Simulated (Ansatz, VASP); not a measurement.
## CsSnI3: VASP beside Ansatz

The input INCAR:

```
PREC     = Accurate       # precision mode
ENCUT    = 520            # plane-wave cutoff, eV
EDIFF    = 1E-7           # SCF threshold, eV
ISMEAR   = -1             # smearing method
SIGMA    = 0.05           # smearing width, eV
LREAL    = F              # projectors in reciprocal space
LASPH    = T              # aspherical terms in the spheres
NELM     = 60             # most SCF steps
ALGO     = Normal         # electronic algorithm
ISIF     = 2              # what is computed and relaxed
LWAVE    = F              # write WAVECAR
LCHARG   = F              # write CHGCAR
GGA      = PS             # functional
IVDW     = 13             # dispersion correction
NBANDS   = 30             # bands
```

File KPOINTS:

```
regular mesh
0
Gamma
  5 5 5
```

File POSCAR:

```
CsSnI3
1.0
    6.2873633123      0.0000000000      0.0000000000
    0.0000000000      6.2873633123      0.0000000000
    0.0000000000      0.0000000000      6.2873633123
Cs I Sn
1 3 1
Direct
    0.0000000000      0.0000000000      0.0000000000
    0.5000000000      0.5000000000      0.0000000000
    0.5000000000      0.0000000000      0.5000000000
    0.0000000000      0.5000000000      0.5000000000
    0.5000000000      0.5000000000      0.5000000000
```

input.yaml

```yaml
crystal:
  lattice:
    - [6.2873633123, 0.0, 0.0]
    - [0.0, 6.2873633123, 0.0]
    - [0.0, 0.0, 6.2873633123]
  atoms:
    - { symbol: Cs, position: [0.0, 0.0, 0.0] }
    - { symbol: I, position: [0.5, 0.5, 0.0] }
    - { symbol: I, position: [0.5, 0.0, 0.5] }
    - { symbol: I, position: [0.0, 0.5, 0.5] }
    - { symbol: Sn, position: [0.5, 0.5, 0.5] }
hamiltonian:
  xc: pbesol
  pseudopotentials: { kind: paw }
  dispersion: d4
kpoints:
  mp_grid: { grid: [5, 5, 5] }
scf:
  occupations: { method: fermi_dirac, width: 0.05 }
output:
  forces: true
  stress: true
  eigenvalues: true
```

Alike in both runs: task single point; functional PBEsol; dispersion D4; k mesh 5 × 5 × 5; occupations fermi-dirac, width 0.05 eV; no spin polarisation.

|  | VASP | Ansatz |
| --- | --- | --- |
| version | VASP 6.6.1 | Ansatz 0.2.0 |
| potentials or method | VASP PAW PBE potentials, release 64 (Cs_sv, I, Sn_d) | Ansatz PAW |
| plane-wave cutoff (eV) | 520 | 420 |
| valence electrons in the cell | 44 | 74 |

```tsv
	VASP	Ansatz	Ansatz less VASP
gap on the k mesh at the Fermi level (eV)	1.76	1.76	+0.004
least direct gap on the mesh (eV)	1.76	1.76	+0.004
pressure (GPa)	-1.7	-1.7	0.00
```

VASP's potentials were made for PBE, not for PBEsol. VASP's potentials hold 44 valence electrons a cell and Ansatz's 74, so a difference there can come from the potentials and not from the codes.

Neither program's run includes spin-orbit coupling. Noted on Ansatz's run: odd divisions of the mesh miss points on the zone boundary, where band edges often lie, so the gap on the mesh can be too wide.
